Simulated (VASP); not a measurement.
# Fe (Pm-3m) in VASP: further runs

Runs on Fe. Level: LDA. Tasks: single point.

Everything below comes from runs of VASP 6.6.1. Logs are shortened: lines on timing, memory, paths and dates and some standing lists are left out, and cuts for length are marked.

### 1 The cell of the first run

Symmetry: Pm-3m, No. 221, cubic system. The conventional cell has a = 2.151 Å, b = 2.151 Å, c = 2.151 Å, α = 90.00°, β = 90.00°, γ = 90.00°. Fe (site symmetry m-3m) has 6 Fe at 2.15 Å within 2.8 Å.

### 2 Single point, LDA, collinear spin, ferromagnetic start (volume scaled by 0.92)

Contents of INCAR:

```
SYSTEM = Fe
PREC     = Accurate       ! precision mode
ENCUT    = 520            ! plane-wave cutoff, eV
EDIFF    = 1E-7           ! SCF threshold, eV
ISMEAR   = -1             ! smearing method
SIGMA    = 0.05           ! smearing width, eV
LREAL    = .False.        ! projectors in reciprocal space
LASPH    = .True.         ! aspherical terms in the spheres
NELM     = 150            ! most SCF steps
ALGO     = Normal         ! electronic algorithm
ISIF     = 2              ! what is computed and relaxed
LWAVE    = .False.        ! write WAVECAR
LCHARG   = .False.        ! write CHGCAR
ISPIN    = 2              ! spin polarisation
MAGMOM   = -1.348 -1.348  ! initial moments
LORBIT   = 11             ! projections on sites
LMAXMIX  = 4              ! l up to which the mixer works
NBANDS   = 19             ! bands
```

Contents of KPOINTS:

```
regular mesh
0
Gamma
  14 14 14
  0 0 0
```

Contents of POSCAR:

```
Fe
1.0
    0.0000000000      2.1507276741      2.1507276741
    2.1507276741      0.0000000000      2.1507276741
    2.1507276741      2.1507276741      0.0000000000
Fe
2
Direct
    0.0000000000      0.0000000000      0.0000000000
    0.5000000000      0.5000000000      0.5000000000
```

Potentials or basis: VASP PAW LDA potentials, release 64 (Fe).

Launch:

```
$ cat potpaw_LDA.64/Fe/POTCAR > POTCAR
$ mpirun -np 1 vasp_std > vasp.out
```

OUTCAR:

```text
SYSTEM = Fe
   PREC = Accurate
   ENCUT = 520
   EDIFF = 1E-7
   ISMEAR = -1
   LREAL = .False.
   LASPH = .True.
   NELM = 150
   ISIF = 2
   ISPIN = 2
   LORBIT = 11

 ion  position               nearest neighbor table
   1  0.000  0.000  0.000-   2 2.15   2 2.15   2 2.15   2 2.15   2 2.15   2 2.15
   2  0.500  0.500  0.500-   1 2.15   1 2.15   1 2.15   1 2.15   1 2.15   1 2.15

  LATTYP: Found a face centered cubic cell.
 ALAT       =     4.3014553482

  Lattice vectors:

 A1 = (   0.0000000000,   2.1507276741,   2.1507276741)
 A2 = (   2.1507276741,   0.0000000000,   2.1507276741)
 A3 = (   2.1507276741,   2.1507276741,   0.0000000000)

Analysis of symmetry for initial positions (statically):
=====================================================================
 Subroutine PRICEL returns following result:

  LATTYP: Found a simple cubic cell.
 ALAT       =     2.1507276741

  Lattice vectors:

 A1 = (  -2.1507276741,   0.0000000000,   0.0000000000)
 A2 = (   0.0000000000,   0.0000000000,   2.1507276741)
 A3 = (   0.0000000000,   2.1507276741,   0.0000000000)

   2 primitive cells build up your supercell.

 Routine SETGRP: Setting up the symmetry group for a
 face centered cubic supercell.

 Subroutine GETGRP returns: Found 48 space group operations
 (whereof 48 operations were pure point group operations)
 out of a pool of 48 trial point group operations.

The static configuration has the point symmetry O_h .

Analysis of symmetry for dynamics (positions and initial velocities):
=====================================================================
 Subroutine PRICEL returns following result:

  LATTYP: Found a simple cubic cell.
 ALAT       =     2.1507276741

  Lattice vectors:

 A1 = (  -2.1507276741,   0.0000000000,   0.0000000000)
 A2 = (   0.0000000000,   0.0000000000,   2.1507276741)
 A3 = (   0.0000000000,   2.1507276741,   0.0000000000)

   2 primitive cells build up your supercell.

 Routine SETGRP: Setting up the symmetry group for a
 face centered cubic supercell.

 Subroutine GETGRP returns: Found 48 space group operations
 (whereof 48 operations were pure point group operations)
 out of a pool of 48 trial point group operations.

The dynamic configuration has the point symmetry O_h .

Analysis of structural, dynamic, and magnetic symmetry:
=====================================================================
 Subroutine PRICEL returns following result:

  LATTYP: Found a simple cubic cell.
 ALAT       =     2.1507276741

  Lattice vectors:

 A1 = (  -2.1507276741,   0.0000000000,   0.0000000000)
 A2 = (   0.0000000000,   0.0000000000,   2.1507276741)
 A3 = (   0.0000000000,   2.1507276741,   0.0000000000)

   2 primitive cells build up your supercell.

 Routine SETGRP: Setting up the symmetry group for a
 face centered cubic supercell.

 Subroutine GETGRP returns: Found 48 space group operations
 (whereof 48 operations were pure point group operations)
 out of a pool of 48 trial point group operations.

The overall configuration has the point symmetry O_h .

 Subroutine INISYM returns: Found 48 space group operations
 (whereof 48 operations are pure point group operations),
 and found     2 'primitive' translations

----------------------------------------------------------------------------------------

                                     Primitive cell

  volume of cell :       9.9485

  direct lattice vectors                    reciprocal lattice vectors
    -2.150727674  0.000000000  0.000000000    -0.464958912  0.000000000  0.000000000
     0.000000000  0.000000000  2.150727674     0.000000000  0.000000000  0.464958912
     0.000000000  2.150727674  0.000000000     0.000000000  0.464958912  0.000000000

  length of vectors
     2.150727674  2.150727674  2.150727674     0.464958912  0.464958912  0.464958912

  position of ions in fractional coordinates (direct lattice)
     0.000000000  0.000000000  0.000000000

  ion indices of the primitive-cell ions
   primitive index   ion index
                 1           1

----------------------------------------------------------------------------------------

 KPOINTS: regular mesh

Automatic generation of k-mesh.
 Grid dimensions read from file:
 generate k-points for:   14   14   14

 Generating k-lattice:

  Cartesian coordinates                     Fractional coordinates (reciprocal lattice)
    -0.016605675  0.016605675  0.016605675     0.071428571  0.000000000  0.000000000
     0.016605675 -0.016605675  0.016605675     0.000000000  0.071428571  0.000000000
     0.016605675  0.016605675 -0.016605675     0.000000000  0.000000000  0.071428571

  Length of vectors
     0.028761874  0.028761874  0.028761874

  Shift w.r.t. Gamma in fractional coordinates (k-lattice)
     0.000000000  0.000000000  0.000000000

 Subroutine IBZKPT returns following result:
 ===========================================

 Found    104 irreducible k-points:

 Following reciprocal coordinates:
            Coordinates               Weight
  0.000000  0.000000  0.000000      1.000000
  0.071429  0.000000  0.000000      8.000000
  0.142857  0.000000  0.000000      8.000000
  0.214286  0.000000  0.000000      8.000000
  0.285714  0.000000  0.000000      8.000000
  0.357143  0.000000  0.000000      8.000000
[... 16 lines left out ...]
  0.214286  0.142857  0.000000     24.000000
  0.285714  0.142857  0.000000     24.000000
 [... further k-points ...]
   k-points           NKPTS =    104   k-points in BZ     NKDIM =    104   number of bands    NBANDS=     19
   number of dos      NEDOS =    301   number of ions     NIONS =      2
   total plane-waves  NPLWV =  13824
   dimension x,y,z NGX =    24 NGY =   24 NGZ =   24
   dimension x,y,z NGXF=    48 NGYF=   48 NGZF=   48
   ions per type =               2
   NGX,Y,Z   is equivalent  to a cutoff of  13.12, 13.12, 13.12 a.u.
   NGXF,Y,Z  is equivalent  to a cutoff of  26.24, 26.24, 26.24 a.u.
 SYSTEM =  Fe
   PREC   = accura    normal or accurate (medium, high low for compatibility)
   ISTART =      0    job   : 0-new  1-cont  2-samecut
   ICHARG =      2    charge: 1-file 2-atom 10-const
   ISPIN  =      2    spin polarized calculation?
   LNONCOLLINEAR =      F non collinear calculations
   LSORBIT =      F    spin-orbit coupling
   LASPH  =      T    aspherical Exc in radial PAW
   ENCUT  =  520.0 eV  38.22 Ry    6.18 a.u.   5.66  5.66  5.66*2*pi/ulx,y,z
   NELM   =    150;   NELMIN=  2; NELMDL= -5     # of ELM steps
   EDIFF  = 0.1E-06   stopping-criterion for ELM
   LREAL  =      F    real-space projection
   EDIFFG = 0.1E-05   stopping-criterion for IOM
   NSW    =      0    number of steps for IOM
   IBRION =     -1    ionic relax: 0-MD 1-quasi-New 2-CG
   NFREE  =      0    steps in history (QN), initial steepest desc. (CG)
   ISIF   =      2    stress and relaxation
   ISYM   =      2    0-nonsym 1-usesym 2-fastsym
   POTIM  = 0.5000    time-step for ionic-motion
   TEBEG  =    0.0;   TEEND  =   0.0 temperature during run
   PSTRESS=    0.0 pullay stress
   NELECT =      16.0000    total number of electrons
   NUPDOWN=      -1.0000    fix difference up-down
   EMIN   =  10.00;   EMAX   =-10.00  energy-range for DOS
   EFERMI =   0.00;   METHOD = LEGACY
   ISMEAR =    -1;   SIGMA  =   0.05  broadening in eV -4-tet -1-fermi 0-gaus
   EFERMI_NEDOS =   21; number of points for ismear=-14 and -15
   IALGO  =     38    algorithm
   IMIX   =      4    mixing-type and parameters
     AMIX     =   0.40;   BMIX     =  1.00
     AMIX_MAG =   1.60;   BMIX_MAG =  1.00
  volume/ion in A,a.u.               =       9.95        67.14
  Fermi-wavevector in a.u.,A,eV,Ry     =   1.522367  2.876857 31.532886  2.317602
  Thomas-Fermi vector in A             =   2.630956
   LORBIT       =     11    0 simple, 1 ext, 2 COOP (PROOUT), +10 PAW based schemes
   GGA     = CA    functional components
   LHFCALC =     F    Hartree Fock is set to
   AEXX    =    0.0000 exact exchange contribution
   IVDW    =     0    specifies the selected vdW correction
   LEPSILON=     F    determine dielectric tensor
   LRPA    =     F    only Hartree local field effects (RPA)
 spin polarized calculation
  energy-cutoff  :      520.00
  volume of cell :       19.90
 maximum number of plane-waves:       548
   NGX = 11   NGY = 11   NGZ = 11

 number of electron      15.9999998 magnetization       0.0023160

 number of electron      15.9999998 magnetization      -0.0007688

 Free energy of the ion-electron system (eV)
  ---------------------------------------------------
  ext. energy  EPLUGINS =         0.00000000
  ---------------------------------------------------
  free energy    TOTEN  =       -16.59495279 eV

  energy without entropy =      -16.56158170  energy(sigma->0) =      -16.57826725

 E-fermi :   7.4638     XC(G=0): -14.0812

 val. band max:        7.4613085264   @ k =  -0.2857   0.0714   0.0000
 cond. band min:       7.4681160802   @ k =   0.4286   0.2857   0.0000
 fundamental gap:      0.0068075539
 Fermi energy:         7.4638234633

 spin component 1

 k-point     1 :       0.0000    0.0000    0.0000
  band No.  band energies     occupation
      1      -1.7365      1.00000
      2       2.7187      1.00000
      3       2.7187      1.00000
      4       3.0311      1.00000
      5       3.0311      1.00000
      6       3.0311      1.00000
[... 11 lines left out ...]
     18      27.8556      0.00000
     19      30.2378      0.00000
[... 489 lines left out ...]
      3       3.2323      1.00000
      4       3.9168      1.00000
      5       4.2448      1.00000
      6       4.3604      1.00000
[... 11 lines left out ...]
     18      29.9341      0.00000
     19      30.6251      0.00000

 [... further k-points ...]

 spin component 2

 k-point     1 :       0.0000    0.0000    0.0000
  band No.  band energies     occupation
      1      -1.7365      1.00000
      2       2.7185      1.00000
      3       2.7185      1.00000
      4       3.0308      1.00000
      5       3.0308      1.00000
      6       3.0308      1.00000
[... 11 lines left out ...]
     18      27.8554      0.00000
     19      30.2377      0.00000
[... 489 lines left out ...]
      3       3.2321      1.00000
      4       3.9166      1.00000
      5       4.2445      1.00000
      6       4.3601      1.00000
[... 11 lines left out ...]
     18      29.9340      0.00000
     19      30.6250      0.00000

 [... further k-points ...]
[... 5 lines left out ...]
  --------------------------------------------------------------------------------------
  -------------------------------------------------------------------------------------
  Total        3.0295045      3.0295045      3.0295045     -0.0000000     -0.0000000      0.0000000
  in kB      243.9472474    243.9472474    243.9472474     -0.0000000     -0.0000000      0.0000000
  external PRESSURE =     243.9472474 kB  Pullay stress =       0.0000000 kB

 VOLUME and BASIS-vectors are now :
 -----------------------------------------------------------------------------
  energy-cutoff  :      520.00
  volume of cell :       19.90
      direct lattice vectors                 reciprocal lattice vectors
     0.000000000  2.150727674  2.150727674    -0.232479456  0.232479456  0.232479456
     2.150727674  0.000000000  2.150727674     0.232479456 -0.232479456  0.232479456
     2.150727674  2.150727674  0.000000000     0.232479456  0.232479456 -0.232479456

 POSITION                                       TOTAL-FORCE (eV/Angst)
 -----------------------------------------------------------------------------------
      0.00000      0.00000      0.00000         0.000000     -0.000000     -0.000000
      2.15073      2.15073      2.15073        -0.000000      0.000000      0.000000
 -----------------------------------------------------------------------------------
    total drift:                                0.000000     -0.000000     -0.000000

  FREE ENERGIE OF THE ION-ELECTRON SYSTEM (eV)
  ---------------------------------------------------
  free  energy   TOTEN  =       -16.5949527933 eV

  energy  without entropy=      -16.5615817042  energy(sigma->0) =      -16.57826725

 total charge

# of ion       s       p       d       tot
------------------------------------------
    1        0.593   0.596   6.625   7.814
    2        0.593   0.596   6.625   7.814
--------------------------------------------------
tot          1.185   1.192  13.250  15.627

 magnetization (x)

# of ion       s       p       d       tot
------------------------------------------
    1       -0.000  -0.000  -0.000  -0.000
    2       -0.000  -0.000  -0.000  -0.000
--------------------------------------------------
tot         -0.000  -0.000  -0.001  -0.001
```

It took 42 s on 1 thread of Intel Xeon 6975P-C (Granite Rapids), shared host; peak memory 0.17 GiB.

What came out:

| Quantity | Value |
| --- | --- |
| Free energy | -16.5950 eV |
| Pressure | 24.4 GPa |
| Band gap on the k mesh | zero (filled and empty bands overlap) |
| Net moment | 0.00 μB per cell |
| Valence electrons inside the program's atomic spheres | Fe 7.81 |

[end of part 1 of 2]
